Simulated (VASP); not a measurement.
**Lu: single point with PBEsol**

The system is Lu.

```
CELL_PARAMETERS angstrom
3.52630 0.00000 0.00000
-1.76315 3.05387 0.00000
0.00000 0.00000 5.58766
ATOMIC_POSITIONS crystal
Lu 0.66667 0.33333 0.75000
Lu 0.33333 0.66667 0.25000
```

```json
{
  "Program": "VASP 6.6.1",
  "Task": "single point",
  "Functional": "PBEsol",
  "Potentials or basis": "VASP PAW PBE potentials, release 64 (Lu)",
  "Cutoff": "520 eV",
  "k mesh": "9 × 9 × 5",
  "Occupations": "fermi-dirac, width 0.05 eV",
  "Spin": "no spin polarisation"
}
```

| Quantity | Value |
| --- | --- |
| Pressure | -3.7 GPa |
| Band gap on the k mesh | zero (bands 25 and 26 overlap by 1.40 eV) |

Stress tensor (GPa, compression positive):
```
-3.35  0.00  0.00
 0.00 -3.35  0.00
 0.00  0.00 -4.33
```

Levels at points of the mesh, in eV from the Fermi level:
| k point | band 23 | band 24 | band 25 | band 26 | band 27 | band 28 |
| --- | --- | --- | --- | --- | --- | --- |
| (0.00, 0.00, 0.00) | -4.91 | -2.40 | 0.49 | 2.16 | 2.16 | 2.42 |

Wall time 110 s on 1 thread of Intel Xeon 8259CL, on a shared host, peak memory 0.22 GiB.

Caveat: the cell stands under tension; the PAW data sets were made with another functional, which shifts forces and pressure a little; spin-orbit coupling is left out, which moves the levels of the heavy elements.
